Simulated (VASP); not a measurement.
Crystal: MgS (Niningerite).

```
CELL_PARAMETERS angstrom
0.00000 2.60165 2.60165
2.60165 0.00000 2.60165
2.60165 2.60165 0.00000
ATOMIC_POSITIONS crystal
S 0.50000 0.50000 0.50000
Mg 0.00000 0.00000 0.00000
```

| Property | Result |
| --- | --- |
| Program | VASP 6.6.1 |
| Task | relaxation of cell and atoms |
| Functional | BLYP |
| Dispersion | D3(BJ) |
| Potentials or basis | VASP PAW PBE potentials, release 64 (S, Mg) |
| Cutoff | 600 eV |
| k mesh | 9 × 9 × 9 |
| Occupations | fermi-dirac, width 0.05 eV |
| Spin | no spin polarisation |

At the start: pressure -3.8 GPa; volume 17.61 Å³/atom.

**Question.** How do energy, volume and symmetry change on relaxing?

**Answer.** Over 3 steps the energy falls by 10.3 meV/atom and the volume is 16.77 Å³/atom (-4.8 %); space group Fm-3m (No. 225, to 0.05 Å).

Step by step:
```tsv
step	energy change (eV)	largest force (eV/Å)	pressure (GPa)	volume (Å³)
1	0.0000	0.0000	-3.76	35.22
2	-0.0193	0.0000	1.02	33.15
3	-0.0205	0.0000	-0.01	33.54
```

Final structure:
```
S Mg
1.0
     0.00000    2.55961    2.55961
     2.55961    0.00000    2.55961
     2.55961    2.55961    0.00000
S Mg
1 1
Direct
  0.50000 0.50000 0.50000
  0.00000 0.00000 0.00000
```

Caveat: the PAW data sets were made with another functional, which shifts forces and pressure a little.
